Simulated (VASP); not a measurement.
# NaCu12 in VASP: single point with PBE

Aim: the single point of NaCu12 with PBE.

Program: VASP 6.6.1. These are calculated values, not measurements. Logs are shortened: lines on timing, memory, paths and dates and some standing lists are left out, and cuts for length are marked.

**1. The cell of the first run**

The cell holds a slab with vacuum, 13 atoms: a = 5.132 Å, b = 5.132 Å, c = 19.028 Å, α = 90.00°, β = 90.00°, γ = 90.00°.

**2. Single point, PBE**

INCAR reads:

```
SYSTEM = NaCu12
PREC = Accurate ; ENCUT = 520
EDIFF = 1E-6 ; ISMEAR = 0
SIGMA = 0.1 ; LREAL = .False.
LASPH = .True. ; NELM = 80
ALGO = Normal ; ISIF = 2
LWAVE = .False. ; LCHARG = .False.
LDIPOL = .True. ; IDIPOL = 3
DIPOL = 0.5 0.5 0.320 ; GGA = PE
NBANDS = 82
```

KPOINTS reads:

```
Automatic mesh
0
Gamma
  5 5 1
  0 0 0
```

POSCAR reads:

```
NaCu12
1.0
    5.1319544654      0.0000000000      0.0000000000
    0.0000000000      5.1319544654      0.0000000000
    0.0000000000      0.0000000000     19.0279314150
Cu Na
12 1
Direct
    0.2500000000      0.2500000000      0.2102172807
    0.2500000000      0.7500000000      0.2102172807
    0.7500000000      0.2500000000      0.2102172807
    0.7500000000      0.7500000000      0.2102172807
    0.0000000000      0.0000000000      0.3029241254
    0.0000000000      0.5000000000      0.3029241254
    0.5000000000      0.0000000000      0.3029241254
    0.5000000000      0.5000000000      0.3029241254
    0.2500000000      0.2500000000      0.3956253179
    0.2500000000      0.7500000000      0.3956253179
    0.7500000000      0.2500000000      0.3956253179
    0.7500000000      0.7500000000      0.3956253179
    0.3333333333      0.4166666667      0.5244073214
```

Potentials or basis: VASP PAW PBE potentials, release 64 (Cu, Na_pv).

Launch:

```sh
> cat potpaw_PBE.64/Cu/POTCAR potpaw_PBE.64/Na_pv/POTCAR > POTCAR
> mpirun -np 1 vasp_std > vasp.out
```

OUTCAR:

```text
SYSTEM = NaCu12
   PREC = Accurate
   ENCUT = 520
   EDIFF = 1E-6
   ISMEAR = 0
   LREAL = .False.
   LASPH = .True.
   NELM = 80
   ISIF = 2
   GGA = PE

 ion  position               nearest neighbor table
   1  0.250  0.250  0.210-   5 2.53   6 2.53   7 2.53   8 2.53   2 2.57   3 2.57   2 2.57   3 2.57

   2  0.250  0.750  0.210-   5 2.53   6 2.53   7 2.53   8 2.53   1 2.57   4 2.57   1 2.57   4 2.57

   3  0.750  0.250  0.210-   5 2.53   6 2.53   7 2.53   8 2.53   1 2.57   4 2.57   4 2.57   1 2.57
[... 15 lines left out ...]
  11  0.750  0.250  0.396-   5 2.53   6 2.53   7 2.53   8 2.53   9 2.57  12 2.57  12 2.57   9 2.57

  12  0.750  0.750  0.396-   5 2.53   6 2.53   7 2.53   8 2.53  10 2.57  11 2.57  11 2.57  10 2.57

  13  0.333  0.417  0.524-   9 2.63

  LATTYP: Found a simple tetragonal cell.
 ALAT       =     5.1319544654
 C/A-ratio  =     3.7077358233

  Lattice vectors:

 A1 = (   5.1319544654,   0.0000000000,   0.0000000000)
 A2 = (   0.0000000000,   5.1319544654,   0.0000000000)
 A3 = (   0.0000000000,   0.0000000000,  19.0279314150)

Analysis of symmetry for initial positions (statically):
=====================================================================
 Subroutine PRICEL returns:
 Original cell was already a primitive cell.

 Routine SETGRP: Setting up the symmetry group for a
 simple tetragonal supercell.

 Subroutine GETGRP returns: Found  1 space group operations
 (whereof  1 operations were pure point group operations)
 out of a pool of 16 trial point group operations.

The static configuration has the point symmetry C_1 .

Analysis of symmetry for dynamics (positions and initial velocities):
=====================================================================
 Subroutine PRICEL returns:
 Original cell was already a primitive cell.

 Routine SETGRP: Setting up the symmetry group for a
 simple tetragonal supercell.

 Subroutine GETGRP returns: Found  1 space group operations
 (whereof  1 operations were pure point group operations)
 out of a pool of 16 trial point group operations.

The dynamic configuration has the point symmetry C_1 .

 Subroutine INISYM returns: Found  1 space group operations
 (whereof  1 operations are pure point group operations),
 and found     1 'primitive' translations

----------------------------------------------------------------------------------------

[... 121 lines left out ...]
     AMIX     =   0.40;   BMIX     =  1.00
     AMIX_MAG =   1.60;   BMIX_MAG =  1.00
  volume/ion in A,a.u.               =      38.55       260.14
  Fermi-wavevector in a.u.,A,eV,Ry     =   1.067646  2.017559 15.508852  1.139868
  Thomas-Fermi vector in A             =   2.203269
   LORBIT       =      0    0 simple, 1 ext, 2 COOP (PROOUT), +10 PAW based schemes
   GGA     = PE    functional components
   LHFCALC =     F    Hartree Fock is set to
   AEXX    =    0.0000 exact exchange contribution
   IVDW    =     0    specifies the selected vdW correction
   LEPSILON=     F    determine dielectric tensor
   LRPA    =     F    only Hartree local field effects (RPA)
 non-spin polarized calculation
 Gauss-broadening in eV      SIGMA  =   0.10
  energy-cutoff  :      520.00
  volume of cell :      501.14
 maximum number of plane-waves:     13595
 NGX is ok and might be reduce to    40
   NGX = 19   NGY = 19   NGZ = 71

 number of electron     138.9999783 magnetization

 dipolmoment           0.000000      0.000000     -0.385849 electrons x Angstroem

 Free energy of the ion-electron system (eV)
  ---------------------------------------------------
  ext. energy  EPLUGINS =         0.00000000
  ---------------------------------------------------
  free energy    TOTEN  =       -41.73039265 eV

  energy without entropy =      -41.70193679  energy(sigma->0) =      -41.71616472

 E-fermi :  -0.0357     XC(G=0):  -5.1499

 val. band max:       -0.0929735173   @ k =   0.0000   0.0000   0.0000
 cond. band min:      -0.0309109292   @ k =   0.2000   0.0000   0.0000
 fundamental gap:      0.0620625881
 Fermi energy:        -0.0356780729

 k-point     1 :       0.0000    0.0000    0.0000
  band No.  band energies     occupation
      1     -25.3297      2.00000
      2     -25.3035      2.00000
      3     -25.2998      2.00000
      4      -8.4468      2.00000
      5      -5.9354      2.00000
      6      -4.9141      2.00000
[... 1081 lines left out ...]
     80       4.3963      0.00000
     81       4.6668      0.00000
 [bands above 81 left out]

------------------------ aborting loop because EDIFF is reached ----------------------------------------

 vacuum level on the upper side and lower side of the slab       (xc-potential included)        -1.749         0.972

  FORCE on cell =-STRESS in cart. coord.  units (eV):
  Direction    XX          YY          ZZ          XY          YZ          ZX
  --------------------------------------------------------------------------------------
  -------------------------------------------------------------------------------------
  Total       -4.7701375     -4.5446919      0.9856373      0.0336000      0.3024329      0.2523219
  in kB      -15.2505083    -14.5297408      3.1511607      0.1074220      0.9669021      0.8066930
  external PRESSURE =      -8.8763628 kB  Pullay stress =       0.0000000 kB

 VOLUME and BASIS-vectors are now :
 -----------------------------------------------------------------------------
  energy-cutoff  :      520.00
  volume of cell :      501.14
      direct lattice vectors                 reciprocal lattice vectors
     5.131954465  0.000000000  0.000000000     0.194857536  0.000000000  0.000000000
     0.000000000  5.131954465  0.000000000     0.000000000  0.194857536  0.000000000
     0.000000000  0.000000000 19.027931415     0.000000000  0.000000000  0.052554320

 POSITION                                       TOTAL-FORCE (eV/Angst)
 -----------------------------------------------------------------------------------
      1.28299      1.28299      4.00000         0.003492      0.005951     -0.023654
      1.28299      3.84897      4.00000         0.003889     -0.006040     -0.029673
      3.84897      1.28299      4.00000        -0.003771      0.007168     -0.035179
      3.84897      3.84897      4.00000        -0.004171     -0.007248     -0.043090
      0.00000      0.00000      5.76402        -0.006757     -0.003846     -0.077027
      0.00000      2.56598      5.76402        -0.006472      0.003405     -0.099597
      2.56598      0.00000      5.76402         0.005678     -0.003655     -0.090858
      2.56598      2.56598      5.76402         0.006455      0.003821     -0.108136
      1.28299      1.28299      7.52793        -0.071445     -0.146458     -0.262972
      1.28299      3.84897      7.52793         0.001938      0.032939      0.208171
      3.84897      1.28299      7.52793        -0.008782      0.030804      0.300407
      3.84897      3.84897      7.52793        -0.022593     -0.038717      0.276251
      1.71065      2.13831      9.97839         0.102539      0.121875     -0.014642
 -----------------------------------------------------------------------------------
    total drift:                                0.000745     -0.000675     -0.006469

  FREE ENERGIE OF THE ION-ELECTRON SYSTEM (eV)
  ---------------------------------------------------
  free  energy   TOTEN  =       -41.7303926531 eV

  energy  without entropy=      -41.7019367892  energy(sigma->0) =      -41.71616472

 vacuum level on the upper side and lower side of the slab         1.400         4.197
```

stdout:

```text
POSCAR found type information on POSCAR CuNa
 POSCAR found :  2 types and      13 ions
 scaLAPACK will be used
 LDA part: xc-table for (Slater+PW92), standard interpolation
 POSCAR, INCAR and KPOINTS ok, starting setup
 FFT: planning ... GRIDC
 FFT: planning ... GRID_SOFT
 FFT: planning ... GRID
 WAVECAR not read
 entering main loop
```

Wall time 26 min (1 thread of Oxide Virtual Turin-like, shared host); peak memory 0.69 GiB.

What came out:

```yaml
Free_energy: -41.7304 eV
Largest_force: 0.309 eV/Å
Band_gap_on_the_k_mesh: zero (an odd number of electrons rules out a gap without spin polarisation)
```

Forces on the atoms (eV/Å):
```
Cu   0.003  0.006 -0.024
Cu   0.004 -0.006 -0.030
Cu  -0.004  0.007 -0.035
Cu  -0.004 -0.007 -0.043
Cu  -0.007 -0.004 -0.077
Cu  -0.006  0.003 -0.100
Cu   0.006 -0.004 -0.091
Cu   0.006  0.004 -0.108
Cu  -0.071 -0.146 -0.263
Cu   0.002  0.033  0.208
Cu  -0.009  0.031  0.300
Cu  -0.023 -0.039  0.276
Na   0.103  0.122 -0.015
```
